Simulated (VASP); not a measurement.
# LiCl (Fm-3m) in VASP: further runs

The runs below take LiCl through single point, relaxation of volume and atoms at fixed shape, with PBE.

Everything below comes from runs of VASP 6.6.1. Logs are shortened: lines on timing, memory, paths and dates and some standing lists are left out, and cuts for length are marked.

### 1 The cell of the first run

It takes space group Fm-3m (No. 225, cubic). Conventional cell: a = 5.150 Å, b = 5.150 Å, c = 5.150 Å, α = 90.00°, β = 90.00°, γ = 90.00°. Within 3.4 Å of Li (site symmetry m-3m) lie 6 Cl at 2.58 Å. Cl (site symmetry m-3m) has 6 Li at 2.58 Å within 3.4 Å.

### 2 Single point, PBE

INCAR

```
SYSTEM = LiCl
ALGO = Normal
EDIFF = 1E-6
ENCUT = 750
GGA = PE
GGA_COMPAT = .False.
ISIF = 2
ISMEAR = 0
LASPH = .True.
LCHARG = .False.
LREAL = .False.
LWAVE = .False.
NBANDS = 12
NELM = 120
PREC = Accurate
SIGMA = 0.01
```

KPOINTS

```
k-points
0
Gamma
  7 7 7
  0 0 0
```

POSCAR

```
LiCl
1.0
    0.0000000000      2.5751430561      2.5751430561
    2.5751430561      0.0000000000      2.5751430561
    2.5751430561      2.5751430561      0.0000000000
Li Cl
1 1
Direct
    0.0000000000      0.0000000000      0.0000000000
    0.5000000000      0.5000000000      0.5000000000
```

Potentials or basis: VASP PAW PBE potentials, release 64 (Li_sv, Cl).

Started as:

```bash
> cat potpaw_PBE.64/Li_sv/POTCAR potpaw_PBE.64/Cl/POTCAR > POTCAR
> mpirun -np 1 vasp_std > vasp.out
```

OUTCAR:

```text
SYSTEM = LiCl
   EDIFF = 1E-6
   ENCUT = 750
   GGA = PE
   ISIF = 2
   ISMEAR = 0
   LASPH = .True.
   LREAL = .False.
   NELM = 120
   PREC = Accurate

 ion  position               nearest neighbor table
   1  0.000  0.000  0.000-   2 2.58   2 2.58   2 2.58   2 2.58   2 2.58   2 2.58
   2  0.500  0.500  0.500-   1 2.58   1 2.58   1 2.58   1 2.58   1 2.58   1 2.58

  LATTYP: Found a face centered cubic cell.
 ALAT       =     5.1502861122

  Lattice vectors:

 A1 = (   0.0000000000,   2.5751430561,   2.5751430561)
 A2 = (   2.5751430561,   0.0000000000,   2.5751430561)
 A3 = (   2.5751430561,   2.5751430561,   0.0000000000)

Analysis of symmetry for initial positions (statically):
=====================================================================
 Subroutine PRICEL returns:
 Original cell was already a primitive cell.

 Routine SETGRP: Setting up the symmetry group for a
 face centered cubic supercell.

 Subroutine GETGRP returns: Found 48 space group operations
 (whereof 48 operations were pure point group operations)
 out of a pool of 48 trial point group operations.

The static configuration has the point symmetry O_h .

Analysis of symmetry for dynamics (positions and initial velocities):
=====================================================================
 Subroutine PRICEL returns:
 Original cell was already a primitive cell.

 Routine SETGRP: Setting up the symmetry group for a
 face centered cubic supercell.

 Subroutine GETGRP returns: Found 48 space group operations
 (whereof 48 operations were pure point group operations)
 out of a pool of 48 trial point group operations.

The dynamic configuration has the point symmetry O_h .

 Subroutine INISYM returns: Found 48 space group operations
 (whereof 48 operations are pure point group operations),
 and found     1 'primitive' translations

----------------------------------------------------------------------------------------

                                     Primitive cell

  volume of cell :      34.1534

  direct lattice vectors                    reciprocal lattice vectors
     0.000000000  2.575143056  2.575143056    -0.194163970  0.194163970  0.194163970
     2.575143056  0.000000000  2.575143056     0.194163970 -0.194163970  0.194163970
     2.575143056  2.575143056  0.000000000     0.194163970  0.194163970 -0.194163970

  length of vectors
     3.641802235  3.641802235  3.641802235     0.336301862  0.336301862  0.336301862

  position of ions in fractional coordinates (direct lattice)
     0.000000000  0.000000000  0.000000000
     0.500000000  0.500000000  0.500000000

  ion indices of the primitive-cell ions
   primitive index   ion index
                 1           1
                 2           2

----------------------------------------------------------------------------------------

 KPOINTS: k-points

Automatic generation of k-mesh.
 Grid dimensions read from file:
 generate k-points for:    7    7    7

 Generating k-lattice:

  Cartesian coordinates                     Fractional coordinates (reciprocal lattice)
    -0.027737710  0.027737710  0.027737710     0.142857143  0.000000000  0.000000000
     0.027737710 -0.027737710  0.027737710     0.000000000  0.142857143  0.000000000
     0.027737710  0.027737710 -0.027737710     0.000000000  0.000000000  0.142857143

  Length of vectors
     0.048043123  0.048043123  0.048043123

  Shift w.r.t. Gamma in fractional coordinates (k-lattice)
     0.000000000  0.000000000  0.000000000

 Subroutine IBZKPT returns following result:
 ===========================================

 Found     20 irreducible k-points:

 Following reciprocal coordinates:
            Coordinates               Weight
  0.000000  0.000000  0.000000      1.000000
  0.142857  0.000000  0.000000      8.000000
  0.285714  0.000000  0.000000      8.000000
  0.428571  0.000000  0.000000      8.000000
  0.142857  0.142857  0.000000      6.000000
  0.285714  0.142857  0.000000     24.000000
[... 12 lines left out ...]
 -0.428571  0.428571  0.142857     24.000000
 -0.285714  0.428571  0.142857     24.000000
   k-points           NKPTS =     20   k-points in BZ     NKDIM =     20   number of bands    NBANDS=     12
   number of dos      NEDOS =    301   number of ions     NIONS =      2
   total plane-waves  NPLWV =  46656
   dimension x,y,z NGX =    36 NGY =   36 NGZ =   36
   dimension x,y,z NGXF=    72 NGYF=   72 NGZF=   72
   ions per type =               1   1
   NGX,Y,Z   is equivalent  to a cutoff of  16.43, 16.43, 16.43 a.u.
   NGXF,Y,Z  is equivalent  to a cutoff of  32.87, 32.87, 32.87 a.u.
 SYSTEM =  LiCl
   PREC   = accura    normal or accurate (medium, high low for compatibility)
   ISTART =      0    job   : 0-new  1-cont  2-samecut
   ICHARG =      2    charge: 1-file 2-atom 10-const
   ISPIN  =      1    spin polarized calculation?
   LNONCOLLINEAR =      F non collinear calculations
   LSORBIT =      F    spin-orbit coupling
   LASPH  =      T    aspherical Exc in radial PAW
   ENCUT  =  750.0 eV  55.12 Ry    7.42 a.u.   8.13  8.13  8.13*2*pi/ulx,y,z
   NELM   =    120;   NELMIN=  2; NELMDL= -5     # of ELM steps
   EDIFF  = 0.1E-05   stopping-criterion for ELM
   LREAL  =      F    real-space projection
   EDIFFG = 0.1E-04   stopping-criterion for IOM
   NSW    =      0    number of steps for IOM
   IBRION =     -1    ionic relax: 0-MD 1-quasi-New 2-CG
   NFREE  =      0    steps in history (QN), initial steepest desc. (CG)
   ISIF   =      2    stress and relaxation
   ISYM   =      2    0-nonsym 1-usesym 2-fastsym
   POTIM  = 0.5000    time-step for ionic-motion
   TEBEG  =    0.0;   TEEND  =   0.0 temperature during run
   PSTRESS=    0.0 pullay stress
   NELECT =      10.0000    total number of electrons
   NUPDOWN=      -1.0000    fix difference up-down
   EMIN   =  10.00;   EMAX   =-10.00  energy-range for DOS
   EFERMI =   0.00;   METHOD = LEGACY
   ISMEAR =     0;   SIGMA  =   0.01  broadening in eV -4-tet -1-fermi 0-gaus
   EFERMI_NEDOS =   21; number of points for ismear=-14 and -15
   IALGO  =     38    algorithm
   IMIX   =      4    mixing-type and parameters
     AMIX     =   0.40;   BMIX     =  1.00
     AMIX_MAG =   1.60;   BMIX_MAG =  1.00
  volume/ion in A,a.u.               =      17.08       115.24
  Fermi-wavevector in a.u.,A,eV,Ry     =   1.087085  2.054293 16.078734  1.181754
  Thomas-Fermi vector in A             =   2.223236
   LORBIT       =      0    0 simple, 1 ext, 2 COOP (PROOUT), +10 PAW based schemes
   GGA     = PE    functional components
   LHFCALC =     F    Hartree Fock is set to
   AEXX    =    0.0000 exact exchange contribution
   IVDW    =     0    specifies the selected vdW correction
   LEPSILON=     F    determine dielectric tensor
   LRPA    =     F    only Hartree local field effects (RPA)
 non-spin polarized calculation
 Gauss-broadening in eV      SIGMA  =   0.01
  energy-cutoff  :      750.00
  volume of cell :       34.15
 maximum number of plane-waves:      1639
 NGX is ok and might be reduce to    36
   NGX = 17   NGY = 17   NGZ = 17

 number of electron      10.0000001 magnetization

 Free energy of the ion-electron system (eV)
  ---------------------------------------------------
  ext. energy  EPLUGINS =         0.00000000
  ---------------------------------------------------
  free energy    TOTEN  =        -7.38375256 eV

  energy without entropy =       -7.38375256  energy(sigma->0) =       -7.38375256

 E-fermi :   0.5439     XC(G=0):  -8.6784

 val. band max:        0.4882258145   @ k =   0.0000   0.0000   0.0000
 cond. band min:       6.7528698536   @ k =   0.0000   0.0000   0.0000
 fundamental gap:      6.2646440390
 Fermi energy:         0.5438579577

 k-point     1 :       0.0000    0.0000    0.0000
  band No.  band energies     occupation
      1     -43.0474      2.00000
      2     -12.8668      2.00000
      3       0.4882      2.00000
      4       0.4882      2.00000
      5       0.4882      2.00000
      6       6.7529      0.00000
      7      12.4168      0.00000
      8      12.4168      0.00000
      9      12.4168      0.00000
     10      14.9456      0.00000
     11      14.9458      0.00000
     12      14.9472      0.00000

 k-point     2 :       0.1429    0.0000    0.0000
  band No.  band energies     occupation
      1     -43.0469      2.00000
      2     -12.7717      2.00000
      3      -0.1646      2.00000
      4       0.4369      2.00000
      5       0.4369      2.00000
      6       7.3172      0.00000
      7      11.5042      0.00000
      8      12.1827      0.00000
      9      12.1827      0.00000
     10      13.5645      0.00000
     11      13.5645      0.00000
     12      15.4852      0.00000

 k-point     3 :       0.2857    0.0000    0.0000
  band No.  band energies     occupation
      1     -43.0458      2.00000
      2     -12.5436      2.00000
      3      -1.3529      2.00000
      4       0.3289      2.00000
      5       0.3289      2.00000
      6       7.6347      0.00000
      7      10.8619      0.00000
      8      10.8619      0.00000
      9      11.6613      0.00000
     10      14.8584      0.00000
     11      14.8584      0.00000
     12      16.1386      0.00000
[... 226 lines left out ...]
 k-point    19 :      -0.4286    0.4286    0.1429
  band No.  band energies     occupation
      1     -43.0442      2.00000
      2     -12.1197      2.00000
      3      -2.0062      2.00000
      4      -0.9516      2.00000
      5      -0.4860      2.00000
      6       9.0392      0.00000
      7       9.6937      0.00000
      8      11.2587      0.00000
      9      12.6956      0.00000
     10      14.8845      0.00000
     11      17.9721      0.00000
     12      19.2080      0.00000

 k-point    20 :      -0.2857    0.4286    0.1429
  band No.  band energies     occupation
      1     -43.0441      2.00000
      2     -12.1032      2.00000
      3      -1.7094      2.00000
      4      -1.4631      2.00000
      5      -0.4186      2.00000
      6       9.2977      0.00000
      7      10.5850      0.00000
      8      11.2818      0.00000
      9      11.2979      0.00000
     10      15.5102      0.00000
     11      16.6475      0.00000
     12      19.1396      0.00000

------------------------ aborting loop because EDIFF is reached ----------------------------------------

  FORCE on cell =-STRESS in cart. coord.  units (eV):
  Direction    XX          YY          ZZ          XY          YZ          ZX
  --------------------------------------------------------------------------------------
  -------------------------------------------------------------------------------------
  Total       -0.0164488     -0.0164488     -0.0164488      0.0000000     -0.0000000     -0.0000000
  in kB       -0.7716332     -0.7716332     -0.7716332      0.0000000     -0.0000000     -0.0000000
  external PRESSURE =      -0.7716332 kB  Pullay stress =       0.0000000 kB

 VOLUME and BASIS-vectors are now :
 -----------------------------------------------------------------------------
  energy-cutoff  :      750.00
  volume of cell :       34.15
      direct lattice vectors                 reciprocal lattice vectors
     0.000000000  2.575143056  2.575143056    -0.194163970  0.194163970  0.194163970
     2.575143056  0.000000000  2.575143056     0.194163970 -0.194163970  0.194163970
     2.575143056  2.575143056  0.000000000     0.194163970  0.194163970 -0.194163970

 POSITION                                       TOTAL-FORCE (eV/Angst)
 -----------------------------------------------------------------------------------
      0.00000      0.00000      0.00000        -0.000000      0.000000     -0.000000
      2.57514      2.57514      2.57514         0.000000     -0.000000      0.000000
 -----------------------------------------------------------------------------------
    total drift:                                0.000000      0.000000      0.000000

  FREE ENERGIE OF THE ION-ELECTRON SYSTEM (eV)
  ---------------------------------------------------
  free  energy   TOTEN  =        -7.3837525594 eV

  energy  without entropy=       -7.3837525594  energy(sigma->0) =       -7.38375256
```

It took 29 s on 1 thread of Intel Xeon 8259CL, shared host; peak memory 0.19 GiB.

What came out:

```
Free energy            : -7.3838 eV
Pressure               : -0.1 GPa
Band gap on the k mesh : 6.26 eV, direct
```

Levels at points of the mesh, in eV from the valence-band top:
| k point | band 2 | band 3 | band 4 | band 5 | band 6 | band 7 | band 8 | band 9 |
| --- | --- | --- | --- | --- | --- | --- | --- | --- |
| (0.00, 0.00, 0.00) | -13.36 | 0.00 | 0.00 | 0.00 | 6.26 | 11.93 | 11.93 | 11.93 |

### 3 Relaxation of volume and atoms at fixed shape, PBE

This run uses another cell than the first one, of 16.87 Å³/atom, 0.988 times its volume.

INCAR

```
SYSTEM = LiCl
  PREC = Accurate
  ENCUT = 750
  EDIFF = 1E-7
  ISMEAR = 0
  SIGMA = 0.01
  LREAL = .FALSE.
  LASPH = .TRUE.
  NELM = 120
  ALGO = Normal
  ISIF = 8
  LWAVE = .FALSE.
  LCHARG = .FALSE.
  GGA = PE
  IBRION = 2
  NSW = 80
  EDIFFG = -0.03
  GGA_COMPAT = .FALSE.
  NELMIN = 4
```

KPOINTS

```
Automatic mesh
0
G
  7 7 7
  0 0 0
```

POSCAR

```
LiCl
1.0
    0.0000000000      2.5647700000      2.5647700000
    2.5647700000      0.0000000000      2.5647700000
    2.5647700000      2.5647700000      0.0000000000
Li Cl
1 1
Direct
    0.0000000000      0.0000000000      0.0000000000
    0.5000000000      0.5000000000      0.5000000000
```

Potentials or basis: VASP PAW PBE potentials, release 64 (Li_sv, Cl).

Started as:

```bash
> cat potpaw_PBE.64/Li_sv/POTCAR potpaw_PBE.64/Cl/POTCAR > POTCAR
> mpirun -np 1 vasp_std > vasp.out
```

It took 22 s on 1 thread of Intel Xeon 8259CL, shared host; peak memory 0.17 GiB.

Results (log left out):

```yaml
Free_energy: -7.3836 eV
Relaxed_volume: 16.95 Å³/atom
Relaxed_cell: a = 3.633 Å, b = 3.633 Å, c = 3.633 Å, α = 60.00°, β = 60.00°, γ = 60.00°
Space_group_after_relaxing_to_0.05_Å: Fm-3m (No. 225)
Energy_gained_by_relaxing: 0.1 meV/atom
Ionic_steps: 2
Pressure_after_relaxing: 0.1 GPa
Band_gap_on_the_k_mesh: 6.31 eV, direct
```

The path:
```
step  energy change (eV)  largest force (eV/Å)  pressure (GPa)  volume (Å³)
   1              0.0000                0.0000            0.31        33.74
   2             -0.0002                0.0000            0.14        33.90
```

Final structure:
```
CELL_PARAMETERS angstrom
0.00000 2.56885 2.56885
2.56885 0.00000 2.56885
2.56885 2.56885 0.00000
ATOMIC_POSITIONS crystal
Li 0.00000 0.00000 0.00000
Cl 0.50000 0.50000 0.50000
```

Levels at points of the mesh, in eV from the valence-band top:
```
           k point  band 2  band 3  band 4  band 5  band 6  band 7  band 8  band 9
(0.00, 0.00, 0.00)  -13.38    0.00    0.00    0.00    6.31   11.93   11.93   11.93
```

As with any semilocal functional, this PBE gap is likely too small. PBE usually gives volumes a little too large and moduli too small.
